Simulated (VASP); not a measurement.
# NaF in VASP: notebook

NaF is run at these levels: LDA; tasks: electric field gradients.

Program: VASP 6.6.1. These are calculated values, not measurements. Logs are shortened: lines on timing, memory, paths and dates and some standing lists are left out, and cuts for length are marked.

## (1) The cell of the first run

Symmetry: Fm-3m, No. 225, cubic system. Conventional cell: a = 4.738 Å, b = 4.738 Å, c = 4.738 Å, α = 90.00°, β = 90.00°, γ = 90.00°. Na (site symmetry m-3m) has 6 F at 2.37 Å within 3.1 Å. F (site symmetry m-3m) has 6 Na at 2.37 Å within 3.1 Å.

## (2) Electric field gradients, LDA (volume scaled by 1.06)

INCAR

```
SYSTEM = NaF
PREC = Accurate ; ENCUT = 520
EDIFF = 1E-8 ; ISMEAR = -1
SIGMA = 0.02 ; LREAL = .FALSE.
LASPH = .TRUE. ; NELM = 60
ALGO = Normal ; ISIF = 2
LWAVE = .FALSE. ; LCHARG = .FALSE.
LEFG = .TRUE. ; NBANDS = 14
```

KPOINTS

```
Automatic mesh
0
G
  10 10 10
  0 0 0
```

POSCAR

```
NaF
1.0
    0.0000000000      2.3688664703      2.3688664703
    2.3688664703      0.0000000000      2.3688664703
    2.3688664703      2.3688664703      0.0000000000
Na F
1 1
Direct
    0.0000000000      0.0000000000      0.0000000000
    0.5000000000      0.5000000000      0.5000000000
```

Potentials or basis: VASP PAW LDA potentials, release 64 (Na_pv, F).

Started as:

```bash
> cat potpaw_LDA.64/Na_pv/POTCAR potpaw_LDA.64/F/POTCAR > POTCAR
> mpirun -np 1 vasp_std > vasp.out
```

OUTCAR:

```text
SYSTEM = NaF
   PREC = Accurate
   ENCUT = 520
   EDIFF = 1E-8
   ISMEAR = -1
   LREAL = .FALSE.
   LASPH = .TRUE.
   NELM = 60
   ISIF = 2

 ion  position               nearest neighbor table
   1  0.000  0.000  0.000-
   2  0.500  0.500  0.500-

  LATTYP: Found a face centered cubic cell.
 ALAT       =     4.7377329406

  Lattice vectors:

 A1 = (   0.0000000000,   2.3688664703,   2.3688664703)
 A2 = (   2.3688664703,   0.0000000000,   2.3688664703)
 A3 = (   2.3688664703,   2.3688664703,   0.0000000000)

Analysis of symmetry for initial positions (statically):
=====================================================================
 Subroutine PRICEL returns:
 Original cell was already a primitive cell.

 Routine SETGRP: Setting up the symmetry group for a
 face centered cubic supercell.

 Subroutine GETGRP returns: Found 48 space group operations
 (whereof 48 operations were pure point group operations)
 out of a pool of 48 trial point group operations.

The static configuration has the point symmetry O_h .

Analysis of symmetry for dynamics (positions and initial velocities):
=====================================================================
 Subroutine PRICEL returns:
 Original cell was already a primitive cell.

 Routine SETGRP: Setting up the symmetry group for a
 face centered cubic supercell.

 Subroutine GETGRP returns: Found 48 space group operations
 (whereof 48 operations were pure point group operations)
 out of a pool of 48 trial point group operations.

The dynamic configuration has the point symmetry O_h .

 Subroutine INISYM returns: Found 48 space group operations
 (whereof 48 operations are pure point group operations),
 and found     1 'primitive' translations

----------------------------------------------------------------------------------------

                                     Primitive cell

  volume of cell :      26.5859

  direct lattice vectors                    reciprocal lattice vectors
     0.000000000  2.368866470  2.368866470    -0.211071416  0.211071416  0.211071416
     2.368866470  0.000000000  2.368866470     0.211071416 -0.211071416  0.211071416
     2.368866470  2.368866470  0.000000000     0.211071416  0.211071416 -0.211071416

  length of vectors
     3.350083090  3.350083090  3.350083090     0.365586416  0.365586416  0.365586416

  position of ions in fractional coordinates (direct lattice)
     0.000000000  0.000000000  0.000000000
     0.500000000  0.500000000  0.500000000

  ion indices of the primitive-cell ions
   primitive index   ion index
                 1           1
                 2           2

----------------------------------------------------------------------------------------

 KPOINTS: Automatic mesh

Automatic generation of k-mesh.
 Grid dimensions read from file:
 generate k-points for:   10   10   10

 Generating k-lattice:

  Cartesian coordinates                     Fractional coordinates (reciprocal lattice)
    -0.021107142  0.021107142  0.021107142     0.100000000  0.000000000  0.000000000
     0.021107142 -0.021107142  0.021107142     0.000000000  0.100000000  0.000000000
     0.021107142  0.021107142 -0.021107142     0.000000000  0.000000000  0.100000000

  Length of vectors
     0.036558642  0.036558642  0.036558642

  Shift w.r.t. Gamma in fractional coordinates (k-lattice)
     0.000000000  0.000000000  0.000000000

 Subroutine IBZKPT returns following result:
 ===========================================

 Found     47 irreducible k-points:

 Following reciprocal coordinates:
            Coordinates               Weight
  0.000000  0.000000  0.000000      1.000000
  0.100000  0.000000  0.000000      8.000000
  0.200000  0.000000  0.000000      8.000000
  0.300000  0.000000  0.000000      8.000000
  0.400000  0.000000  0.000000      8.000000
  0.500000  0.000000  0.000000      4.000000
[... 16 lines left out ...]
  0.300000  0.300000  0.000000      6.000000
  0.400000  0.300000  0.000000     24.000000
 [... further k-points ...]
   k-points           NKPTS =     47   k-points in BZ     NKDIM =     47   number of bands    NBANDS=     14
   number of dos      NEDOS =    301   number of ions     NIONS =      2
   total plane-waves  NPLWV =  21952
   dimension x,y,z NGX =    28 NGY =   28 NGZ =   28
   dimension x,y,z NGXF=    56 NGYF=   56 NGZF=   56
   ions per type =               1   1
   NGX,Y,Z   is equivalent  to a cutoff of  13.89, 13.89, 13.89 a.u.
   NGXF,Y,Z  is equivalent  to a cutoff of  27.79, 27.79, 27.79 a.u.
 SYSTEM =  NaF
   PREC   = accura    normal or accurate (medium, high low for compatibility)
   ISTART =      0    job   : 0-new  1-cont  2-samecut
   ICHARG =      2    charge: 1-file 2-atom 10-const
   ISPIN  =      1    spin polarized calculation?
   LNONCOLLINEAR =      F non collinear calculations
   LSORBIT =      F    spin-orbit coupling
   LASPH  =      T    aspherical Exc in radial PAW
   ENCUT  =  520.0 eV  38.22 Ry    6.18 a.u.   6.23  6.23  6.23*2*pi/ulx,y,z
   NELM   =     60;   NELMIN=  2; NELMDL= -5     # of ELM steps
   EDIFF  = 0.1E-07   stopping-criterion for ELM
   LREAL  =      F    real-space projection
   EDIFFG = 0.1E-06   stopping-criterion for IOM
   NSW    =      0    number of steps for IOM
   IBRION =     -1    ionic relax: 0-MD 1-quasi-New 2-CG
   NFREE  =      0    steps in history (QN), initial steepest desc. (CG)
   ISIF   =      2    stress and relaxation
   ISYM   =      2    0-nonsym 1-usesym 2-fastsym
   POTIM  = 0.5000    time-step for ionic-motion
   TEBEG  =    0.0;   TEEND  =   0.0 temperature during run
   PSTRESS=    0.0 pullay stress
   NELECT =      14.0000    total number of electrons
   NUPDOWN=      -1.0000    fix difference up-down
   EMIN   =  10.00;   EMAX   =-10.00  energy-range for DOS
   EFERMI =   0.00;   METHOD = LEGACY
   ISMEAR =    -1;   SIGMA  =   0.02  broadening in eV -4-tet -1-fermi 0-gaus
   EFERMI_NEDOS =   21; number of points for ismear=-14 and -15
   IALGO  =     38    algorithm
   IMIX   =      4    mixing-type and parameters
     AMIX     =   0.40;   BMIX     =  1.00
     AMIX_MAG =   1.60;   BMIX_MAG =  1.00
  volume/ion in A,a.u.               =      13.29        89.71
  Fermi-wavevector in a.u.,A,eV,Ry     =   1.322007  2.498230 23.778919  1.747701
  Thomas-Fermi vector in A             =   2.451719
   LORBIT       =      0    0 simple, 1 ext, 2 COOP (PROOUT), +10 PAW based schemes
   GGA     = CA    functional components
   LHFCALC =     F    Hartree Fock is set to
   AEXX    =    0.0000 exact exchange contribution
   IVDW    =     0    specifies the selected vdW correction
   LEPSILON=     F    determine dielectric tensor
   LRPA    =     F    only Hartree local field effects (RPA)
 non-spin polarized calculation
  energy-cutoff  :      520.00
  volume of cell :       26.59
 maximum number of plane-waves:       728
 NGX is ok and might be reduce to    28
   NGX = 13   NGY = 13   NGZ = 13

 number of electron      13.9999999 magnetization

 Free energy of the ion-electron system (eV)
  ---------------------------------------------------
  ext. energy  EPLUGINS =         0.00000000
  ---------------------------------------------------
  free energy    TOTEN  =        -9.24809105 eV

  energy without entropy =       -9.24809105  energy(sigma->0) =       -9.24809105

 E-fermi :  -2.2688     XC(G=0):  -9.6149

 val. band max:       -2.7832183984   @ k =   0.0000   0.0000   0.0000
 cond. band min:       2.8380826333   @ k =   0.0000   0.0000   0.0000
 fundamental gap:      5.6213010317
 Fermi energy:        -2.2687820148

 k-point     1 :       0.0000    0.0000    0.0000
  band No.  band energies     occupation
      1     -21.7424      2.00000
      2     -21.7424      2.00000
      3     -21.7424      2.00000
      4     -21.4355      2.00000
      5      -2.7832      2.00000
      6      -2.7832      2.00000
      7      -2.7832      2.00000
      8       2.8381      0.00000
      9      15.2936      0.00000
     10      15.2936      0.00000
     11      15.2936      0.00000
     12      17.9688      0.00000
     13      20.1241      0.00000
     14      20.1241      0.00000

 k-point     2 :       0.1000    0.0000    0.0000
  band No.  band energies     occupation
      1     -21.8643      2.00000
      2     -21.7435      2.00000
      3     -21.7435      2.00000
      4     -21.3010      2.00000
      5      -2.9753      2.00000
      6      -2.8059      2.00000
      7      -2.8059      2.00000
      8       3.1856      0.00000
      9      14.0276      0.00000
     10      15.4312      0.00000
     11      15.4312      0.00000
     12      19.3193      0.00000
     13      19.6619      0.00000
     14      19.6619      0.00000

 k-point     3 :       0.2000    0.0000    0.0000
  band No.  band energies     occupation
      1     -22.0421      2.00000
      2     -21.7462      2.00000
      3     -21.7462      2.00000
      4     -21.0912      2.00000
      5      -3.4119      2.00000
      6      -2.8648      2.00000
      7      -2.8648      2.00000
      8       4.0762      0.00000
      9      12.2898      0.00000
     10      15.7673      0.00000
     11      15.7673      0.00000
     12      19.0094      0.00000
     13      19.0094      0.00000
     14      20.2262      0.00000
[... 324 lines left out ...]
 k-point    23 :       0.3000    0.3000    0.0000
  band No.  band energies     occupation
      1     -22.0253      2.00000
      2     -21.7718      2.00000
      3     -21.7718      2.00000
      4     -21.0522      2.00000
      5      -3.8038      2.00000
      6      -3.0458      2.00000
      7      -3.0458      2.00000
      8       5.9814      0.00000
      9      10.8866      0.00000
     10      13.9627      0.00000
     11      15.5675      0.00000
     12      15.5675      0.00000
     13      21.3785      0.00000
     14      22.2900      0.00000

 k-point    24 :       0.4000    0.3000    0.0000
  band No.  band energies     occupation
      1     -22.0178      2.00000
      2     -21.7826      2.00000
      3     -21.7763      2.00000
      4     -21.0430      2.00000
      5      -3.9114      2.00000
      6      -3.1482      2.00000
      7      -3.0947      2.00000
      8       6.9466      0.00000
      9      10.3347      0.00000
     10      12.8658      0.00000
     11      15.6345      0.00000
     12      15.6512      0.00000
     13      21.1802      0.00000
     14      22.6187      0.00000

 [... further k-points ...]

------------------------ aborting loop because EDIFF is reached ----------------------------------------

  FORCE on cell =-STRESS in cart. coord.  units (eV):
  Direction    XX          YY          ZZ          XY          YZ          ZX
  --------------------------------------------------------------------------------------
  -------------------------------------------------------------------------------------
  Total       -1.1039645     -1.1039645     -1.1039645      0.0000000      0.0000000      0.0000000
  in kB      -66.5294504    -66.5294504    -66.5294504      0.0000000      0.0000000      0.0000000
  external PRESSURE =     -66.5294504 kB  Pullay stress =       0.0000000 kB

 VOLUME and BASIS-vectors are now :
 -----------------------------------------------------------------------------
  energy-cutoff  :      520.00
  volume of cell :       26.59
      direct lattice vectors                 reciprocal lattice vectors
     0.000000000  2.368866470  2.368866470    -0.211071416  0.211071416  0.211071416
     2.368866470  0.000000000  2.368866470     0.211071416 -0.211071416  0.211071416
     2.368866470  2.368866470  0.000000000     0.211071416  0.211071416 -0.211071416

 POSITION                                       TOTAL-FORCE (eV/Angst)
 -----------------------------------------------------------------------------------
      0.00000      0.00000      0.00000         0.000000      0.000000     -0.000000
      2.36887      2.36887      2.36887         0.000000     -0.000000      0.000000
 -----------------------------------------------------------------------------------
    total drift:                                0.000000      0.000000      0.000000

  FREE ENERGIE OF THE ION-ELECTRON SYSTEM (eV)
  ---------------------------------------------------
  free  energy   TOTEN  =        -9.2480910542 eV

  energy  without entropy=       -9.2480910542  energy(sigma->0) =       -9.24809105

 Electric field gradients (V/A^2)
---------------------------------------------------------------------
 ion       V_xx      V_yy      V_zz      V_xy      V_xz      V_yz
---------------------------------------------------------------------
   1      -0.000     0.000     0.000     0.002     0.002     0.002
   2       0.000    -0.000     0.000    -0.001    -0.001    -0.001
---------------------------------------------------------------------

 Electric field gradients after diagonalization (V/A^2)
 (convention: |V_zz| > |V_xx| > |V_yy|)
----------------------------------------------------------------------
 ion       V_xx      V_yy      V_zz     asymmetry (V_yy - V_xx)/ V_zz
----------------------------------------------------------------------
   1      -0.002    -0.002     0.003       0.000
   2       0.001     0.001    -0.002       0.000
----------------------------------------------------------------------

           NMR quadrupolar parameters

 Cq : quadrupolar parameter    Cq=e*Q*V_zz/h
 eta: asymmetry parameters     (V_yy - V_xx)/ V_zz
 Q  : nuclear electric quadrupole moment in mb (millibarn)
----------------------------------------------------------------------
 ion       Cq(MHz)       eta       Q (mb)
----------------------------------------------------------------------
   1       0.000       0.000       1.000
   2      -0.000       0.000       1.000
----------------------------------------------------------------------
```

Run time: 8.8 s. Hardware: 1 thread of Intel Xeon 6975P-C (Granite Rapids), shared host; peak memory 0.13 GiB.

What came out:

```
Free energy            : -9.2481 eV
Pressure               : -6.7 GPa
Band gap on the k mesh : 5.62 eV, direct
```

Caveat: without QUAD_EFG the Cq values of the log hold for a quadrupole moment of 1 mb, not for the nuclei. A k mesh can miss the band edges.

[end of part 1 of 2]
